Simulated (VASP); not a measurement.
Here is a VASP 6.6.1 calculation.

The input INCAR:

```
SYSTEM = RbBr
  ALGO = Normal
  EDIFF = 1E-6
  ENCUT = 520
  GGA = PE
  ISIF = 2
  ISMEAR = 0
  LASPH = .True.
  LCHARG = .True.
  LELF = .True.
  LREAL = .False.
  LVHAR = .True.
  LWAVE = .False.
  NBANDS = 15
  NELM = 80
  PREC = Accurate
  SIGMA = 0.02
```

KPOINTS

```
k-points
0
Gamma
  6 6 6
  0 0 0
```

POSCAR

```
RbBr
1.0
    0.0000000000      3.5434208674      3.5434208674
    3.5434208674      0.0000000000      3.5434208674
    3.5434208674      3.5434208674      0.0000000000
Rb Br
1 1
Direct
    0.0000000000      0.0000000000      0.0000000000
    0.5000000000      0.5000000000      0.5000000000
```

Potentials or basis: VASP PAW PBE potentials, release 64 (Rb_sv, Br).

Run with:

```sh
$ cat potpaw_PBE.64/Rb_sv/POTCAR potpaw_PBE.64/Br/POTCAR > POTCAR
$ mpirun -np 1 vasp_std > vasp.out
```

Predict the band gap on the k mesh.

4.12 eV, direct.

Predict the pressure.

-0.3 GPa.
